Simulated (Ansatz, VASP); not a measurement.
# Two plane-wave programs on BP

Contents of POSCAR:

```
BP
1.0
    0.0000000000      2.2690000000      2.2690000000
    2.2690000000      0.0000000000      2.2690000000
    2.2690000000      2.2690000000      0.0000000000
P B
1 1
Direct
    0.7500000000      0.7500000000      0.7500000000
    0.0000000000      0.0000000000      0.0000000000
```

The input INCAR.step1:

```
SYSTEM = BP
ALGO = Normal
EDIFF = 1E-5
ENCUT = 1000
GGA = PE
GGA_COMPAT = .FALSE.
ISIF = 2
ISMEAR = -1
LASPH = .TRUE.
LREAL = .FALSE.
LWAVE = .TRUE.
NBANDS = 11
NELM = 120
PREC = Accurate
SIGMA = 0.05
```

File INCAR.step2:

```
SYSTEM = BP
AEXX = 1.0
AGGAC = 0.0
ALDAC = 0.0
ALGO = Normal
EDIFF = 1E-6
ENCUT = 1000
GGA = PE
GGA_COMPAT = .FALSE.
ISIF = 2
ISMEAR = -1
ISTART = 1
LASPH = .TRUE.
LCHARG = .TRUE.
LELF = .TRUE.
LHFCALC = .TRUE.
LREAL = .FALSE.
LVHAR = .TRUE.
LWAVE = .FALSE.
NBANDS = 11
NELM = 120
PREC = Accurate
PRECFOCK = Normal
SIGMA = 0.05
```

Contents of KPOINTS:

```
k-points
0
G
  5 5 5
  0 0 0
```

File input.yaml:

```yaml
crystal:
  lattice:
    - [0.0, 2.269, 2.269]
    - [2.269, 0.0, 2.269]
    - [2.269, 2.269, 0.0]
  atoms:
    - { symbol: P, position: [0.75, 0.75, 0.75] }
    - { symbol: B, position: [0.0, 0.0, 0.0] }
hamiltonian:
  xc: hf
  pseudopotentials: { kind: paw }
kpoints:
  mp_grid: { grid: [5, 5, 5] }
scf:
  occupations: { method: fermi_dirac, width: 0.05 }
output:
  forces: true
  stress: true
  eigenvalues: true
```

Alike in both runs: task single point; functional HF; k mesh 5 × 5 × 5; occupations fermi-dirac, width 0.05 eV; no spin polarisation.

```csv
,VASP,Ansatz
version,VASP 6.6.1,Ansatz 0.2.0
potentials or method,"VASP PAW PBE potentials, release 64 (P, B_h)",Ansatz PAW
plane-wave cutoff (eV),1000,420
valence electrons in the cell,8,8
```

|  | VASP | Ansatz | Ansatz less VASP |
| --- | --- | --- | --- |
| gap on the k mesh at the Fermi level (eV) | 8.06 | 7.92 | -0.140 |
| least direct gap on the mesh (eV) | 10.95 | 10.79 | -0.162 |

VASP's potentials were made for PBE, not for HF. The functional is the same, so the differences come from potentials, cutoffs and numerics.

The k mesh is coarse, so the values compare programs but aren't converged. Noted on Ansatz's run: odd divisions of the mesh miss points on the zone boundary, where band edges often lie, so the gap on the mesh can be too wide.
